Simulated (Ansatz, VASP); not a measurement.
ReAu2Br6: VASP beside Ansatz

The input POSCAR:

```
ReAu2Br6
1.0
    6.8138920000      0.0000000000      0.0000000000
   -3.4069460000      5.9010090000      0.0000000000
   -3.4069460000      1.9670030000      5.7811260000
Re Au Br
1 2 6
Direct
    0.5000000000      0.5000000000      0.5001000000
    0.7657000000      0.2343000000      0.2970000000
    0.2343000000      0.7657000000      0.7030000000
    0.3721700000      0.2683300000      0.2564100000
    0.7316700000      0.8474300000      0.2564100000
    0.1525700000      0.6278300000      0.2564100000
    0.6278300000      0.7316700000      0.7435900000
    0.2683300000      0.1525700000      0.7435900000
    0.8474300000      0.3721700000      0.7435900000
```

The input INCAR.step1:

```
PREC = Accurate
ENCUT = 520
ISMEAR = -1
SIGMA = 0.1
LREAL = False
LASPH = True
NELM = 60
NBANDS = 46
GGA = PE
ALGO = Normal
EDIFF = 1E-4
LWAVE = True
LCHARG = False
```

File INCAR.step2:

```
PREC = Accurate
ENCUT = 520
EDIFF = 1E-6
ISMEAR = -1
SIGMA = 0.1
LREAL = False
LASPH = True
NELM = 60
ALGO = Normal
ISIF = 2
LWAVE = False
LCHARG = False
METAGGA = R2SCAN
LMIXTAU = True
NBANDS = 46
ISTART = 1
```

The input KPOINTS:

```
Automatic mesh
0
Gamma
  3 3 3
```

Input for Ansatz:

```yaml
crystal:
  lattice:
    - [6.813892, 0.0, 0.0]
    - [-3.406946, 5.901009, 0.0]
    - [-3.406946, 1.967003, 5.781126]
  atoms:
    - { symbol: Re, position: [0.5, 0.5, 0.5001] }
    - { symbol: Au, position: [0.7657, 0.2343, 0.297] }
    - { symbol: Au, position: [0.2343, 0.7657, 0.703] }
    - { symbol: Br, position: [0.37217, 0.26833, 0.25641] }
    - { symbol: Br, position: [0.73167, 0.84743, 0.25641] }
    - { symbol: Br, position: [0.15257, 0.62783, 0.25641] }
    - { symbol: Br, position: [0.62783, 0.73167, 0.74359] }
    - { symbol: Br, position: [0.26833, 0.15257, 0.74359] }
    - { symbol: Br, position: [0.84743, 0.37217, 0.74359] }
  symmetry: { tolerance: 0.0003 }
kpoints:
  mp_grid: { grid: [3, 3, 3], shift: [0, 0, 0] }
magnetization:
  spin_polarized: false
scf:
  occupations: { method: fermi_dirac }
  n_extra_bands: 2
  initial_density: { chi_scale: 0.1 }
hamiltonian:
  pseudopotentials: { kind: paw }
  xc: r2scan
basis:
  ecutwfc: 500
output:
  forces: true
  stress: true
  eigenvalues: true
```

Alike in both runs: task single point; functional r2SCAN; k mesh 3 × 3 × 3; no spin polarisation.

|  | VASP | Ansatz |
| --- | --- | --- |
| version | VASP 6.6.1 | Ansatz 0.2.0 |
| potentials or method | VASP PAW PBE potentials, release 64 (Re, Au, Br), cutoff 520 eV | PAW plane waves |
| occupations | fermi-dirac, width 0.1 eV | fermi-dirac |
| valence electrons in the cell | 71 | 95 |

|  | VASP | Ansatz | Ansatz less VASP |
| --- | --- | --- | --- |
| gap on the k mesh at the Fermi level (eV) | none | none | - |
| pressure (GPa) | 2.1 | 2.0 | -0.10 |
| traceless stress, the component that is largest in VASP (GPa) | 1.14 | 1.11 | -0.029 |
| rms of the force components (eV/Å) | 0.390 | 0.367 | -0.0237 |

VASP's potentials were made for PBE, not for r2SCAN. Atom by atom the forces differ by 0.025 eV/Å (rms over components). A gap of «none» marks a metal or a gap that the smearing closes. VASP's potentials hold 71 valence electrons a cell and Ansatz's 95, so a difference there can come from the potentials and not from the codes. Ansatz's warnings: structure snapped to symmetry.

The k mesh is coarse, so the values compare programs but aren't converged. Neither program's run includes spin-orbit coupling.
